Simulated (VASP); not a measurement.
Wanted: the native input for a VASP 6.6.1 run.

```yaml
Task: single point
Functional: PBEsol
Dispersion: D3(BJ)
Potentials_or_basis: VASP PAW PBE potentials, release 64 (Cu)
Cutoff: 600 eV
k_mesh: 13 × 13 × 13
Occupations: fermi-dirac, width 0.05 eV
Spin: no spin polarisation
Dipole_correction: no
Further_INCAR_settings: ALGO = Normal; EDIFF = 1e-06; NBANDS = 12
```

The structure of Cu lies in POSCAR:

```
Cu
1.0
    0.0000000000      1.7622708922      1.7622708922
    1.7622708922      0.0000000000      1.7622708922
    1.7622708922      1.7622708922      0.0000000000
Cu
1
Direct
    0.0000000000      0.0000000000      0.0000000000
```

The input as run:

INCAR

```
SYSTEM = Cu
  PREC = Accurate
  ENCUT = 600
  EDIFF = 1E-6
  ISMEAR = -1
  SIGMA = 0.05
  LREAL = .FALSE.
  LASPH = .TRUE.
  NELM = 120
  ALGO = Normal
  ISIF = 2
  LWAVE = .FALSE.
  LCHARG = .FALSE.
  GGA = PS
  IVDW = 12
  NBANDS = 12
  GGA_COMPAT = .FALSE.
```

KPOINTS

```
regular mesh
0
G
  13 13 13
  0 0 0
```

Potentials or basis: VASP PAW PBE potentials, release 64 (Cu).

Launch:

```bash
$ cat potpaw_PBE.64/Cu/POTCAR > POTCAR
$ mpirun -np 1 vasp_std > vasp.out
```

Results of the run:

The pressure is -1.6 GPa. The band gap on the k mesh is zero (an odd number of electrons rules out a gap without spin polarisation) and the dispersion energy per atom is -0.566 eV.

Caveat: three body term missing; the PAW data sets were made with another functional, which shifts forces and pressure a little.

Run time: 7.9 s on 1 thread of AMD EPYC 7R13 Processor (Zen 3), on a shared host, peak memory 0.11 GiB.
